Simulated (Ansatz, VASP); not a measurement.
Ga in VASP and in Ansatz

```
Ga
1.0
    -1.75133    1.75133    1.75133
     1.75133   -1.75133    1.75133
     1.75133    1.75133   -1.75133
Ga
1
Direct
  0.00000 0.00000 0.00000
```

Alike in both runs: task single point; functional PBE; k mesh 21 × 21 × 21; occupations fermi-dirac, width 0.1 eV; no spin polarisation.

|  | VASP | Ansatz |
| --- | --- | --- |
| version | VASP 6.6.1 | Ansatz 0.2.0 |
| potentials or method | VASP PAW PBE potentials, release 64 (Ga_d), cutoff 520 eV | plane waves (420 eV) with PAW, scalar-relativistic |
| valence electrons in the cell | 13 | 13 |

```tsv
	VASP	Ansatz	Ansatz less VASP
pressure (GPa)	-4.0	-4.0	-0.03
```

With one functional, cell and mesh, what is left measures potentials, basis and numerics.
